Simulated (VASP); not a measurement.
# Tl2S in VASP: a series of runs

The runs below take Tl2S through single point, with PBE.

Program: VASP 6.6.1. These are calculated values, not measurements. Logs are shortened: lines on timing, memory, paths and dates and some standing lists are left out, and cuts for length are marked.

## 1. The cell of the first run

The cell holds a sheet with vacuum, 3 atoms: a = 6.187 Å, b = 6.187 Å, c = 14.000 Å, α = 90.00°, β = 90.00°, γ = 120.00°.

## 2. Single point, PBE

Contents of INCAR:

```
ALGO = Normal
DIPOL = 0.5 0.5 0.500
EDIFF = 1E-7
ENCUT = 520
GGA = PE
IDIPOL = 3
ISIF = 2
ISMEAR = 0
LASPH = True
LCHARG = True
LDIPOL = True
LELF = True
LREAL = False
LVACPOTAV = True
LVHAR = True
LWAVE = False
NBANDS = 23
NELM = 100
PREC = Accurate
SIGMA = 0.1
```

Contents of KPOINTS:

```
k-points
0
Gamma
  3 3 1
```

Contents of POSCAR:

```
Tl2S
1.0
    6.1874190000      0.0000000000      0.0000000000
   -3.0937100000      5.3584620000      0.0000000000
    0.0000000000      0.0000000000     14.0000000000
Tl S
2 1
Direct
    0.3333333300      0.6666666700      0.5000000000
    0.6666666700      0.3333333300      0.5000000000
    0.0000000000      0.0000000000      0.5000000000
```

Potentials or basis: VASP PAW PBE potentials, release 64 (Tl_d, S).

On the command line:

```
$ cat potpaw_PBE.64/Tl_d/POTCAR potpaw_PBE.64/S/POTCAR > POTCAR
$ mpirun -np 1 vasp_std > vasp.out
```

OUTCAR:

```text
EDIFF = 1E-7
   ENCUT = 520
   GGA = PE
   ISIF = 2
   ISMEAR = 0
   LASPH = True
   LREAL = False
   NELM = 100
   PREC = Accurate

 ion  position               nearest neighbor table
   1  0.333  0.667  0.500-   2 3.57   2 3.57   2 3.57
   2  0.667  0.333  0.500-   1 3.57   1 3.57   1 3.57
   3  0.000  0.000  0.500-

  LATTYP: Found a hexagonal cell.
 ALAT       =     6.1874190000
 C/A-ratio  =     2.2626558828

  Lattice vectors:

 A1 = (   6.1874190000,   0.0000000000,   0.0000000000)
 A2 = (  -3.0937100000,   5.3584620000,   0.0000000000)
 A3 = (   0.0000000000,   0.0000000000,  14.0000000000)

Analysis of symmetry for initial positions (statically):
=====================================================================
 Subroutine PRICEL returns:
 Original cell was already a primitive cell.

 Routine SETGRP: Setting up the symmetry group for a
 hexagonal supercell.

 Subroutine GETGRP returns: Found 24 space group operations
 (whereof 24 operations were pure point group operations)
 out of a pool of 24 trial point group operations.

The static configuration has the point symmetry D_6h.

Analysis of symmetry for dynamics (positions and initial velocities):
=====================================================================
 Subroutine PRICEL returns:
 Original cell was already a primitive cell.

 Routine SETGRP: Setting up the symmetry group for a
 hexagonal supercell.

 Subroutine GETGRP returns: Found 24 space group operations
 (whereof 24 operations were pure point group operations)
 out of a pool of 24 trial point group operations.

The dynamic configuration has the point symmetry D_6h.

 Subroutine INISYM returns: Found 24 space group operations
 (whereof 24 operations are pure point group operations),
 and found     1 'primitive' translations

----------------------------------------------------------------------------------------

                                     Primitive cell

  volume of cell :     464.1707

  direct lattice vectors                    reciprocal lattice vectors
     6.187419000  0.000000000  0.000000000     0.161618277  0.093310372  0.000000000
    -3.093710000  5.358462000  0.000000000     0.000000000  0.186620713  0.000000000
     0.000000000  0.000000000 14.000000000     0.000000000  0.000000000  0.071428571

  length of vectors
     6.187419000  6.187419217 14.000000000     0.186620720  0.186620713  0.071428571

  position of ions in fractional coordinates (direct lattice)
     0.333333330  0.666666670  0.500000000
     0.666666670  0.333333330  0.500000000
     0.000000000  0.000000000  0.500000000

[... 60 lines left out ...]
   NFREE  =      0    steps in history (QN), initial steepest desc. (CG)
   ISIF   =      2    stress and relaxation
   ISYM   =      2    0-nonsym 1-usesym 2-fastsym
   POTIM  = 0.5000    time-step for ionic-motion
   TEBEG  =    0.0;   TEEND  =   0.0 temperature during run
   PSTRESS=    0.0 pullay stress
   NELECT =      32.0000    total number of electrons
   NUPDOWN=      -1.0000    fix difference up-down
   EMIN   =  10.00;   EMAX   =-10.00  energy-range for DOS
   EFERMI =   0.00;   METHOD = LEGACY
   ISMEAR =     0;   SIGMA  =   0.10  broadening in eV -4-tet -1-fermi 0-gaus
   EFERMI_NEDOS =   21; number of points for ismear=-14 and -15
   IALGO  =     38    algorithm
   IMIX   =      4    mixing-type and parameters
     AMIX     =   0.40;   BMIX     =  1.00
     AMIX_MAG =   1.60;   BMIX_MAG =  1.00
  volume/ion in A,a.u.               =     154.72      1044.13
  Fermi-wavevector in a.u.,A,eV,Ry     =   0.671273  1.268521  6.130879  0.450607
  Thomas-Fermi vector in A             =   1.747042
   LORBIT       =      0    0 simple, 1 ext, 2 COOP (PROOUT), +10 PAW based schemes
   GGA     = PE    functional components
   LHFCALC =     F    Hartree Fock is set to
   AEXX    =    0.0000 exact exchange contribution
   IVDW    =     0    specifies the selected vdW correction
   LEPSILON=     F    determine dielectric tensor
   LRPA    =     F    only Hartree local field effects (RPA)
 non-spin polarized calculation
 Gauss-broadening in eV      SIGMA  =   0.10
  energy-cutoff  :      520.00
  volume of cell :      464.17
 maximum number of plane-waves:     12509
 NGX is ok and might be reduce to    48
   NGX = 23   NGY = 23   NGZ = 53

 dipolmoment           0.000000      0.000000     -0.000000 electrons x Angstroem

 number of electron      31.9999995 magnetization

 dipolmoment           0.000000      0.000000      0.000000 electrons x Angstroem

 Free energy of the ion-electron system (eV)
  ---------------------------------------------------
  ext. energy  EPLUGINS =         0.00000000
  ---------------------------------------------------
  free energy    TOTEN  =        -7.63815086 eV

  energy without entropy =       -7.63815085  energy(sigma->0) =       -7.63815085

 E-fermi :  -2.4483     XC(G=0):  -2.7641

 val. band max:       -2.8409452761   @ k =   0.3333   0.3333   0.0000
 cond. band min:      -2.0557751239   @ k =   0.3333   0.3333   0.0000
 fundamental gap:      0.7851701522
 Fermi energy:        -2.4482829320

 k-point     1 :       0.0000    0.0000    0.0000
  band No.  band energies     occupation
      1     -14.2956      2.00000
      2     -14.2078      2.00000
      3     -14.2078      2.00000
      4     -14.1495      2.00000
      5     -14.1495      2.00000
      6     -14.1290      2.00000
[... 67 lines left out ...]
     22       2.7751      0.00000
     23       2.7751      0.00000

------------------------ aborting loop because EDIFF is reached ----------------------------------------

  FORCE on cell =-STRESS in cart. coord.  units (eV):
  Direction    XX          YY          ZZ          XY          YZ          ZX
  --------------------------------------------------------------------------------------
  -------------------------------------------------------------------------------------
  Total       -4.4210590     -4.4210590     -0.0372939      0.0000004      0.0000000      0.0000000
  in kB      -15.2601632    -15.2601629     -0.1287275      0.0000014      0.0000000      0.0000000
  external PRESSURE =     -10.2163512 kB  Pullay stress =       0.0000000 kB

 VOLUME and BASIS-vectors are now :
 -----------------------------------------------------------------------------
  energy-cutoff  :      520.00
  volume of cell :      464.17
      direct lattice vectors                 reciprocal lattice vectors
     6.187419000  0.000000000  0.000000000     0.161618277  0.093310372  0.000000000
    -3.093710000  5.358462000  0.000000000     0.000000000  0.186620713  0.000000000
     0.000000000  0.000000000 14.000000000     0.000000000  0.000000000  0.071428571

 POSITION                                       TOTAL-FORCE (eV/Angst)
 -----------------------------------------------------------------------------------
     -0.00000      3.57231      7.00000        -0.000000      0.000000      0.000000
      3.09371      1.78615      7.00000         0.000000     -0.000000      0.000000
      0.00000      0.00000      7.00000        -0.000000     -0.000000      0.000000
 -----------------------------------------------------------------------------------
    total drift:                                0.000000      0.000000      0.000000

  FREE ENERGIE OF THE ION-ELECTRON SYSTEM (eV)
  ---------------------------------------------------
  free  energy   TOTEN  =        -7.6381508565 eV

  energy  without entropy=       -7.6381508514  energy(sigma->0) =       -7.63815085

 vacuum level on the upper side and lower side of the slab         1.677         1.677
```

OSZICAR:

```text
N       E                     dE             d eps       ncg     rms          rms(c)
DAV:   1     0.178629175322E+03    0.17863E+03   -0.11731E+04   146   0.994E+02
DAV:   2     0.753483549352E+01   -0.17109E+03   -0.15888E+03   166   0.199E+02
DAV:   3    -0.941354455230E+01   -0.16948E+02   -0.16288E+02   182   0.473E+01
[... 13 lines left out ...]
DAV:  17    -0.763809680876E+01   -0.19362E-03   -0.21083E-05   138   0.114E-02    0.921E-03
DAV:  18    -0.763813781328E+01   -0.41005E-04   -0.37580E-06   121   0.461E-03    0.190E-03
DAV:  19    -0.763814924418E+01   -0.11431E-04   -0.60781E-07   129   0.259E-03    0.105E-03
DAV:  20    -0.763815080337E+01   -0.15592E-05   -0.18108E-07   129   0.182E-03    0.587E-04
DAV:  21    -0.763815085647E+01   -0.53094E-07   -0.25936E-08   104   0.904E-04
   1 F= -.76381509E+01 E0= -.76381509E+01  d E =-.507893E-08
```

It took 83 s on 1 thread of Intel Xeon 6975P-C, shared host; peak memory 0.55 GiB.

Results:

- Free energy: -7.6382 eV
- Band gap on the k mesh: 0.79 eV, direct

Levels at points of the mesh, in eV from the valence-band top:
| k point | band 12 | band 13 | band 14 | band 15 | band 16 | band 17 | band 18 | band 19 | band 20 | band 21 |
| --- | --- | --- | --- | --- | --- | --- | --- | --- | --- | --- |
| (0.00, 0.00, 0.00) | -6.12 | -3.89 | -0.64 | -0.64 | -0.41 | 1.10 | 1.10 | 1.70 | 3.78 | 3.86 |

Caveat: spin-orbit coupling is left out, which moves the levels of the heavy elements.

## 3. Single point, PBE

This run uses another cell than the first one, of 215.16 Å³/atom, 1.391 times its volume.

Contents of INCAR:

```
SYSTEM = Tl2S
  PREC = Accurate
  ENCUT = 520
  EDIFF = 1E-6
  ISMEAR = 0
  SIGMA = 0.1
  LREAL = .False.
  LASPH = .True.
  NELM = 100
  ALGO = Normal
  ISIF = 2
  LWAVE = .False.
  LCHARG = .False.
  LDIPOL = .True.
  IDIPOL = 3
  DIPOL = 0.5 0.5 0.294
  GGA = PE
  NBANDS = 23
```

Contents of KPOINTS:

```
regular mesh
0
Gamma
  3 3 1
  0 0 0
```

Contents of POSCAR:

```
Tl2S
1.0
    5.5960731445      0.0000002611      0.0000000000
   -2.7980367983      4.8463413740      0.0000000000
    0.0000000000      0.0000000000     23.8000000000
Tl S
2 1
Direct
    0.3333333333      0.6666666667      0.2941176471
    0.6666666667      0.3333333333      0.2941176471
    0.0000000000      0.0000000000      0.2941176471
```

Potentials or basis: VASP PAW PBE potentials, release 64 (Tl_d, S).

On the command line:

```
$ cat potpaw_PBE.64/Tl_d/POTCAR potpaw_PBE.64/S/POTCAR > POTCAR
$ mpirun -np 1 vasp_std > vasp.out
```

Wall time 2 min (1 thread of Intel Xeon 6975P-C, shared host); peak memory 0.65 GiB.

Results (log left out):

```
Free energy            : -8.1608 eV
Band gap on the k mesh : 1.05 eV, direct
```

Levels at points of the mesh, in eV from the valence-band top:
| k point | band 12 | band 13 | band 14 | band 15 | band 16 | band 17 | band 18 | band 19 | band 20 | band 21 |
| --- | --- | --- | --- | --- | --- | --- | --- | --- | --- | --- |
| (0.00, 0.00, 0.00) | -6.08 | -2.64 | -1.03 | -1.03 | -1.01 | 1.20 | 1.20 | 1.95 | 3.87 | 4.55 |

Caveat: the k points lie up to 0.43 Å⁻¹ apart; spin-orbit coupling is left out, which moves the levels of the heavy elements.

## 4. Single point, PBE

This run uses another cell than the first one, of 210.42 Å³/atom, 1.360 times its volume.

Contents of INCAR:

```
SYSTEM = Tl2S
ALGO = Normal
DIPOL = 0.5 0.5 0.294
EDIFF = 1E-7
ENCUT = 520
GGA = PE
IDIPOL = 3
ISIF = 2
ISMEAR = 0
LASPH = .TRUE.
LCHARG = .FALSE.
LDIPOL = .TRUE.
LREAL = .FALSE.
LWAVE = .FALSE.
NBANDS = 23
NELM = 60
PREC = Accurate
SIGMA = 0.1
```

Contents of KPOINTS:

```
k-points
0
G
  6 6 1
  0 0 0
```

Contents of POSCAR:

```
Tl2S
1.0
    5.5340932317      0.0000002582      0.0000000000
   -2.7670468394      4.7926651965      0.0000000000
    0.0000000000      0.0000000000     23.8000000000
Tl S
2 1
Direct
    0.3333333333      0.6666666667      0.2941176471
    0.6666666667      0.3333333333      0.2941176471
    0.0000000000      0.0000000000      0.2941176471
```

On the command line:

```
$ cat potpaw_PBE.64/Tl_d/POTCAR potpaw_PBE.64/S/POTCAR > POTCAR
$ mpirun -np 1 vasp_std > vasp.out
```

Wall time 3.7 min (1 thread of Intel Xeon 6975P-C, shared host); peak memory 0.67 GiB.

Results (log left out):

| Item | Value |
| --- | --- |
| Free energy | -8.3307 eV |
| Band gap on the k mesh | 0.50 eV, indirect (least direct gap 1.00 eV) |

Levels at points of the mesh, in eV from the valence-band top:
```tsv
k point	band 14	band 15	band 16	band 17	band 18	band 19
(0.00, 0.00, 0.00)	-1.75	-1.75	-1.74	0.61	0.61	1.35
(0.50, 0.00, 0.00)	-2.74	-1.14	0.00	1.00	2.52	2.82
```

Caveat: spin-orbit coupling is left out, which moves the levels of the heavy elements.

## 5. Single point, PBE

This run uses another cell than the first one, of 210.42 Å³/atom, 1.360 times its volume.

Contents of INCAR:

```
SYSTEM = Tl2S
PREC = Accurate
ENCUT = 520
EDIFF = 1E-6
ISMEAR = 0
SIGMA = 0.02
LREAL = .False.
LASPH = .True.
NELM = 100
ALGO = Normal
ISIF = 2
LWAVE = .False.
LCHARG = .False.
LDIPOL = .True.
IDIPOL = 3
DIPOL = 0.5 0.5 0.294
GGA = PE
NBANDS = 23
```

Contents of KPOINTS:

```
Automatic mesh
0
Gamma
  6 6 1
  0 0 0
```

POSCAR is that of step 4.

On the command line:

```
$ cat potpaw_PBE.64/Tl_d/POTCAR potpaw_PBE.64/S/POTCAR > POTCAR
$ mpirun -np 1 vasp_std > vasp.out
```

It took 3.2 min on 1 thread of Intel Xeon 6975P-C, shared host; peak memory 0.69 GiB.

It converged, with:

| Quantity | Value |
| --- | --- |
| Free energy | -8.3307 eV |
| Band gap on the k mesh | 0.50 eV, indirect (least direct gap 1.00 eV) |

Levels at points of the mesh, in eV from the valence-band top:
| k point | band 14 | band 15 | band 16 | band 17 | band 18 | band 19 |
| --- | --- | --- | --- | --- | --- | --- |
| (0.00, 0.00, 0.00) | -1.75 | -1.75 | -1.74 | 0.61 | 0.61 | 1.35 |
| (0.50, 0.00, 0.00) | -2.74 | -1.14 | 0.00 | 1.00 | 2.52 | 2.82 |

Caveat: spin-orbit coupling is left out, which moves the levels of the heavy elements.

## 6. Single point, PBE

This run uses another cell than the first one, of 210.42 Å³/atom, 1.360 times its volume.

Contents of INCAR:

```
PREC = Accurate
ENCUT = 520
EDIFF = 1E-7
ISMEAR = 0
SIGMA = 0.02
LREAL = False
LASPH = True
NELM = 60
ALGO = Normal
ISIF = 2
LWAVE = False
LCHARG = True
LDIPOL = True
IDIPOL = 3
DIPOL = 0.5 0.5 0.294
GGA = PE
LELF = True
LVHAR = True
LVACPOTAV = True
NBANDS = 23
```

Contents of KPOINTS:

```
Automatic mesh
0
Gamma
  6 6 1
```

POSCAR is that of step 5.

Potentials or basis: VASP PAW PBE potentials, release 64 (Tl_d, S).

On the command line:

```
$ cat potpaw_PBE.64/Tl_d/POTCAR potpaw_PBE.64/S/POTCAR > POTCAR
$ mpirun -np 1 vasp_std > vasp.out
```

OUTCAR:

```text
PREC = Accurate
   ENCUT = 520
   EDIFF = 1E-7
   ISMEAR = 0
   LREAL = False
   LASPH = True
   NELM = 60
   ISIF = 2
   GGA = PE

 ion  position               nearest neighbor table
   1  0.333  0.667  0.294-   3 3.20   2 3.20   2 3.20   3 3.20   3 3.20   2 3.20
   2  0.667  0.333  0.294-   3 3.20   1 3.20   1 3.20   3 3.20   3 3.20   1 3.20
   3  0.000  0.000  0.294-   1 3.20   2 3.20   2 3.20   1 3.20   2 3.20   1 3.20

  LATTYP: Found a hexagonal cell.
 ALAT       =     5.5340932317
 C/A-ratio  =     4.3006142115

  Lattice vectors:

 A1 = (   5.5340932317,   0.0000002582,   0.0000000000)
[... 363 lines left out ...]
  --------------------------------------------------------------------------------------
  -------------------------------------------------------------------------------------
  Total       -0.0126235     -0.0126235     -0.0370008     -0.0000000     -0.0000000      0.0000000
  in kB       -0.0320398     -0.0320398     -0.0939121     -0.0000000     -0.0000000      0.0000000
  external PRESSURE =      -0.0526639 kB  Pullay stress =       0.0000000 kB

 VOLUME and BASIS-vectors are now :
 -----------------------------------------------------------------------------
  energy-cutoff  :      520.00
  volume of cell :      631.25
      direct lattice vectors                 reciprocal lattice vectors
     5.534093232  0.000000258  0.000000000     0.180698071  0.104326091  0.000000000
    -2.767046839  4.792665196  0.000000000    -0.000000010  0.208652166  0.000000000
     0.000000000  0.000000000 23.800000000     0.000000000  0.000000000  0.042016807

 POSITION                                       TOTAL-FORCE (eV/Angst)
 -----------------------------------------------------------------------------------
     -0.00000      3.19511      7.00000         0.000000     -0.000000      0.000000
      2.76705      1.59756      7.00000        -0.000000      0.000000      0.000000
      0.00000      0.00000      7.00000        -0.000000      0.000000     -0.000000
 -----------------------------------------------------------------------------------
    total drift:                               -0.000000     -0.000000      0.000086

  FREE ENERGIE OF THE ION-ELECTRON SYSTEM (eV)
  ---------------------------------------------------
  free  energy   TOTEN  =        -8.3306731467 eV

  energy  without entropy=       -8.3306731467  energy(sigma->0) =       -8.33067315

 vacuum level on the upper side and lower side of the slab         1.207         1.207
```

OSZICAR:

```text
N       E                     dE             d eps       ncg     rms          rms(c)
DAV:   1     0.273057125965E+03    0.27306E+03   -0.99664E+03   330   0.939E+02
DAV:   2     0.149930405542E+02   -0.25806E+03   -0.24254E+03   439   0.227E+02
DAV:   3    -0.916866277557E+01   -0.24162E+02   -0.23207E+02   395   0.650E+01
[... 15 lines left out ...]
DAV:  19    -0.833064802545E+01   -0.22429E-04   -0.10791E-06   315   0.362E-03    0.980E-04
DAV:  20    -0.833067017539E+01   -0.22150E-04   -0.12453E-06   273   0.209E-03    0.316E-04
DAV:  21    -0.833067112669E+01   -0.95130E-06   -0.17513E-08   254   0.488E-04    0.450E-04
DAV:  22    -0.833067307139E+01   -0.19447E-05   -0.80827E-08   266   0.452E-04    0.742E-05
DAV:  23    -0.833067314673E+01   -0.75343E-07    0.13269E-09   259   0.110E-04
   1 F= -.83306731E+01 E0= -.83306731E+01  d E =-.139096E-16
```

It took 3.4 min on 1 thread of Intel Xeon 6975P-C, shared host; peak memory 0.67 GiB.

What came out:

* Free energy: -8.3307 eV
* Band gap on the k mesh: 0.50 eV, indirect (least direct gap 1.00 eV)
* Ionisation potential of the upper face: 3.88 eV

Caveat: spin-orbit coupling is left out, which moves the levels of the heavy elements.

## 7. Single point, PBE

This run uses another cell than the first one, of 215.16 Å³/atom, 1.391 times its volume.

Contents of INCAR:

```
SYSTEM = Tl2S
  PREC = Accurate
  ENCUT = 520
  EDIFF = 1E-7
  ISMEAR = 0
  SIGMA = 0.1
  LREAL = .False.
  LASPH = .True.
  NELM = 60
  ALGO = Normal
  ISIF = 2
  LWAVE = .False.
  LCHARG = .True.
  LDIPOL = .True.
  IDIPOL = 3
  DIPOL = 0.5 0.5 0.294
  GGA = PE
  LELF = .True.
  LVHAR = .True.
  LVACPOTAV = .True.
  NBANDS = 23
```

Contents of KPOINTS:

```
Automatic mesh
0
Gamma
  6 6 1
  0 0 0
```

Contents of POSCAR:

```
Tl2S
1.0
    5.5960731445      0.0000002611      0.0000000000
   -2.7980367983      4.8463413740      0.0000000000
    0.0000000000      0.0000000000     23.8000000000
Tl S
2 1
Direct
    0.3333333333      0.6666666667      0.2941176471
    0.6666666667      0.3333333333      0.2941176471
    0.0000000000      0.0000000000      0.2941176471
```

On the command line:

```
$ cat potpaw_PBE.64/Tl_d/POTCAR potpaw_PBE.64/S/POTCAR > POTCAR
$ mpirun -np 1 vasp_std > vasp.out
```

It took 3.6 min on 1 thread of Intel Xeon 6975P-C, shared host; peak memory 0.67 GiB.

The run converged. Its results:

| Item | Value |
| --- | --- |
| Free energy | -8.3230 eV |
| Band gap on the k mesh | 0.51 eV, indirect (least direct gap 1.07 eV) |
| Ionisation potential of the upper face | 3.95 eV |

Levels at points of the mesh, in eV from the valence-band top:
```
           k point  band 14  band 15  band 16  band 17  band 18  band 19
(0.00, 0.00, 0.00)    -1.65    -1.65    -1.60     0.66     0.66     1.38
(0.50, 0.00, 0.00)    -2.59    -1.03     0.00     1.07     2.54     2.75
```

Caveat: spin-orbit coupling is left out, which moves the levels of the heavy elements.

## 8. Overview

| cell | k mesh | smearing | gap on the mesh (eV) |
| --- | --- | --- | --- |
| a = 6.187, b = 6.187, c = 14.000 Å, angles 90.0, 90.0, 120.0°, 3 atoms | 3 × 3 × 1 | gaussian 0.1 eV | 0.79 |
| a = 5.596, b = 5.596, c = 23.800 Å, angles 90.0, 90.0, 120.0°, 3 atoms | 3 × 3 × 1 | gaussian 0.1 eV | 1.05 |
| a = 5.534, b = 5.534, c = 23.800 Å, angles 90.0, 90.0, 120.0°, 3 atoms | 6 × 6 × 1 | gaussian 0.1 eV | 0.50 |
| a = 5.534, b = 5.534, c = 23.800 Å, angles 90.0, 90.0, 120.0°, 3 atoms | 6 × 6 × 1 | gaussian 0.02 eV | 0.50 |
| a = 5.596, b = 5.596, c = 23.800 Å, angles 90.0, 90.0, 120.0°, 3 atoms | 6 × 6 × 1 | gaussian 0.1 eV | 0.51 |

Alike in all rows: task single point; level PBE; potentials or basis VASP PAW PBE potentials, release 64 (Tl_d, S); no spin polarisation; cutoff (eV) 520.

Caveats: some runs use coarse meshes; spin-orbit coupling is left out, which moves the levels of the heavy elements.

Absolute energies hang on the potentials; compare differences alone.
